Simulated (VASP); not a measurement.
Input of a VASP 6.6.1 run:

The input INCAR:

```
PREC = Accurate ; ENCUT = 520
EDIFF = 1E-8 ; ISMEAR = 0
SIGMA = 0.15 ; LREAL = False
LASPH = True ; NELM = 60
ALGO = Normal ; ISIF = 2
LWAVE = False ; LCHARG = False
GGA = PS ; NBANDS = 15
IBRION = 8 ; NSW = 1
```

File KPOINTS:

```
Automatic mesh
0
Gamma
  10 10 10
```

The input POSCAR:

```
LaH3
1.0
    0.0000000000      2.7506703232      2.7506703232
    2.7506703232      0.0000000000      2.7506703232
    2.7506703232      2.7506703232      0.0000000000
La H
1 3
Direct
    0.0000000000      0.0000000000      0.0000000000
    0.5000000000      0.5000000000      0.5000000000
    0.2500000000      0.2500000000      0.2500000000
    0.7500000000      0.7500000000      0.7500000000
```

Potentials or basis: VASP PAW PBE potentials, release 64 (La, H).

Run with:

```console
$ cat potpaw_PBE.64/La/POTCAR potpaw_PBE.64/H/POTCAR > POTCAR
$ mpirun -np 1 vasp_std > vasp.out
```

(1) Predict the highest phonon frequency at Γ.

Answers

(1) 962 cm⁻¹.
